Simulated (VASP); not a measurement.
Here is a VASP 6.6.1 calculation.

Contents of INCAR:

```
ALGO = Normal
EDIFF = 1E-6
ENCUT = 520
GGA = PE
ISIF = 2
ISMEAR = 0
LASPH = T
LCHARG = F
LREAL = F
LWAVE = F
NBANDS = 15
NELM = 80
PREC = Accurate
SIGMA = 0.05
```

File KPOINTS:

```
k-points
0
Gamma
  6 6 6
```

File POSCAR:

```
CaSe
1.0
    0.0000000000      3.4320000000      3.0360000000
    3.4320000000      0.0000000000      3.0360000000
    3.4320000000      3.4320000000      0.0000000000
Ca Se
1 1
Direct
    0.0000000000      0.0000000000      0.0000000000
    0.7500000000      0.7500000000      0.7500000000
```

Potentials or basis: VASP PAW PBE potentials, release 64 (Ca_sv, Se).

Run with:

```console
$ cat potpaw_PBE.64/Ca_sv/POTCAR potpaw_PBE.64/Se/POTCAR > POTCAR
$ mpirun -np 1 vasp_std > vasp.out
```

Predict the pressure.

-0.2 GPa.

Estimate the band gap on the k mesh.

2.99 eV (least direct gap 3.11 eV).

Stress tensor (GPa, compression positive):
```
-0.30  0.00  0.00
 0.00 -0.30  0.00
 0.00  0.00 -0.06
```

Caveat: the cell differs from its parent crystal (strain +0.040 along x and y, -0.080 along z). A k mesh can miss the band edges.
